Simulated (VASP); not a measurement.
# AlNi in VASP: a series of runs, part 2 of 2

VASP 6.6.1. The steps go on from the part before.

### 3 Single point, r2SCAN, collinear spin, ferromagnetic start

Contents of POSCAR:

```
AlNi
1.0
    1.9386940000     -1.9531901500      0.0000000000
    1.9386940000      1.9531901500      0.0000000000
    0.0000000000      0.0000000000      3.0994300400
Al Ni
1 1
Direct
    0.0029173845     -0.0177109944      0.0007173304
    0.5034947944      0.4824476290      0.5009134841
```

Contents of INCAR.step1:

```
PREC = Accurate ; ENCUT = 660
ISMEAR = -1 ; SIGMA = 0.1
LREAL = F ; LASPH = T
NELM = 200 ; ISPIN = 2
MAGMOM = 0 1 ; LMAXMIX = 4
NBANDS = 18 ; GGA = PE
ALGO = Normal ; EDIFF = 1E-5
LWAVE = T ; LCHARG = F
GGA_COMPAT = F
```

Contents of INCAR.step2:

```
PREC = Accurate ; ENCUT = 660
EDIFF = 1E-6 ; ISMEAR = -1
SIGMA = 0.1 ; LREAL = F
LASPH = T ; NELM = 200
ALGO = Normal ; ISIF = 2
LWAVE = F ; LCHARG = F
ISPIN = 2 ; MAGMOM = 0 1
LORBIT = 11 ; LMAXMIX = 4
METAGGA = R2SCAN ; LMIXTAU = T
NBANDS = 18 ; ISTART = 1
GGA_COMPAT = F
```

Contents of KPOINTS:

```
Automatic mesh
0
Gamma
  7 7 6
```

Potentials or basis: VASP PAW PBE potentials, release 64 (Al, Ni).

Command:

```console
cat potpaw_PBE.64/Al/POTCAR potpaw_PBE.64/Ni/POTCAR > POTCAR
cp INCAR.step1 INCAR
mpirun -np 1 vasp_std > vasp.out
cp INCAR.step2 INCAR
mpirun -np 1 vasp_std > vasp.out
```

OUTCAR:

```text
PREC = Accurate
   ENCUT = 660
   EDIFF = 1E-6
   ISMEAR = -1
   LREAL = F
   LASPH = T
   NELM = 200
   ISIF = 2
   ISPIN = 2
   LORBIT = 11
   METAGGA = R2SCAN
   ISTART = 1

 ion  position               nearest neighbor table
   1  0.003  0.982  0.001-   2 2.48   2 2.48   2 2.48   2 2.48   2 2.49   2 2.49   2 2.49   2 2.49

   2  0.503  0.482  0.501-   1 2.48   1 2.48   1 2.48   1 2.48   1 2.49   1 2.49   1 2.49   1 2.49

  LATTYP: Found a base centered orthorhombic cell.
 ALAT       =     3.8773880000
 B/A-ratio  =     1.0074772759
 C/A-ratio  =     0.7993603013

  Lattice vectors:

 A1 = (   1.9386940000,  -1.9531901500,   0.0000000000)
 A2 = (   1.9386940000,   1.9531901500,   0.0000000000)
 A3 = (   0.0000000000,   0.0000000000,   3.0994300400)

Analysis of symmetry for initial positions (statically):
=====================================================================
 Subroutine PRICEL returns:
[... 705 lines left out ...]
      3       6.7456      1.00000
      4       8.3942      1.00000
      5       8.4132      1.00000
      6       8.6505      1.00000
[... 493 lines left out ...]
     17      33.3956      0.00000
     18      38.8389      0.00000

 [... further k-points ...]

------------------------ aborting loop because EDIFF is reached ----------------------------------------

  FORCE on cell =-STRESS in cart. coord.  units (eV):
  Direction    XX          YY          ZZ          XY          YZ          ZX
  --------------------------------------------------------------------------------------
  -------------------------------------------------------------------------------------
  Total        0.5252528      0.2630553     -0.5956025      0.0000046     -0.0000100      0.0000054
  in kB       35.8519923     17.9552720    -40.6538284      0.0003167     -0.0006818      0.0003709
  external PRESSURE =       4.3844786 kB  Pullay stress =       0.0000000 kB

 VOLUME and BASIS-vectors are now :
 -----------------------------------------------------------------------------
  energy-cutoff  :      660.00
  volume of cell :       23.47
      direct lattice vectors                 reciprocal lattice vectors
     1.938694000 -1.953190150  0.000000000     0.257905580 -0.255991461  0.000000000
     1.938694000  1.953190150  0.000000000     0.257905580  0.255991461  0.000000000
     0.000000000  0.000000000  3.099430040     0.000000000  0.000000000  0.322639965

 POSITION                                       TOTAL-FORCE (eV/Angst)
 -----------------------------------------------------------------------------------
      1.91001      1.91290      0.00222         0.009536     -0.004834      0.004143
      1.91144     -0.04111      1.55255        -0.009536      0.004834     -0.004143
 -----------------------------------------------------------------------------------
    total drift:                               -0.000235      0.000019     -0.000092

  FREE ENERGIE OF THE ION-ELECTRON SYSTEM (eV)
  ---------------------------------------------------
  free  energy   TOTEN  =       -20.0414606368 eV

  energy  without entropy=      -20.0037683803  energy(sigma->0) =      -20.02261451

 total charge

# of ion       s       p       d       tot
------------------------------------------
    1        0.385   0.437   0.000   0.822
    2        0.497   0.563   8.479   9.538
--------------------------------------------------
tot          0.882   1.000   8.479  10.360

 magnetization (x)

# of ion       s       p       d       tot
------------------------------------------
    1        0.000   0.000   0.000   0.000
    2        0.000  -0.000   0.001   0.001
--------------------------------------------------
tot          0.000   0.000   0.001   0.001
```

OUTCAR.step1:

```text
PREC = Accurate
   ENCUT = 660
   ISMEAR = -1
   LREAL = F
   LASPH = T
   NELM = 200
[... 1252 lines left out ...]
 -----------------------------------------------------------------------------------
      1.91001      1.91290      0.00222         0.008848     -0.004740      0.004086
      1.91144     -0.04111      1.55255        -0.008848      0.004740     -0.004086
 -----------------------------------------------------------------------------------
    total drift:                               -0.000153     -0.000003      0.000063

  FREE ENERGIE OF THE ION-ELECTRON SYSTEM (eV)
  ---------------------------------------------------
  free  energy   TOTEN  =       -10.5022240690 eV

  energy  without entropy=      -10.4637281524  energy(sigma->0) =      -10.48297611
```

Wall time 6 min (1 thread of Intel Xeon Platinum 8259CL at 2.50GHz (Skylake/Cascade Lake), shared host); peak memory 0.26 GiB.

What came out:

| Quantity | Value |
| --- | --- |
| Free energy | -20.0415 eV |
| Pressure | 0.4 GPa |
| Largest force | 0.011 eV/Å |
| Net moment | 0.00 μB per cell |
| Valence electrons inside the program's atomic spheres | Al 0.82; Ni 9.54 |

Forces in eV/Å, atoms in the order of the input:
```
Al   0.010 -0.005  0.004
Ni  -0.010  0.005 -0.004
```

Stress tensor (GPa, compression positive):
```
 3.59  0.00  0.00
 0.00  1.80  0.00
 0.00  0.00 -4.07
```

Levels at points of the mesh, in eV from the Fermi level:
Spin up:
| k point | band 3 | band 4 | band 5 | band 6 | band 7 | band 8 | band 9 | band 10 | band 11 | band 12 |
| --- | --- | --- | --- | --- | --- | --- | --- | --- | --- | --- |
| (0.00, 0.00, 0.00) | -3.28 | -1.63 | -1.61 | -1.38 | 3.26 | 7.51 | 7.65 | 7.69 | 9.08 | 16.01 |
| (0.00, 0.00, 0.50) | -2.95 | -2.08 | -2.06 | -1.33 | -1.20 | 8.90 | 11.93 | 11.98 | 12.39 | 12.40 |
Spin down:
```csv
k point,band 4,band 5,band 6,band 7,band 8,band 9,band 10,band 11
"(0.00, 0.00, 0.00)",-1.63,-1.61,-1.38,3.26,7.51,7.65,7.69,9.09
"(0.00, 0.00, 0.50)",-2.08,-2.06,-1.33,-1.20,8.90,11.93,11.98,12.39
```

Caveat: the stress differs along the axes, from -4 to 4 GPa; the moments typed at the start vanished in this run; the PAW data sets were made with another functional, which shifts forces and pressure a little.
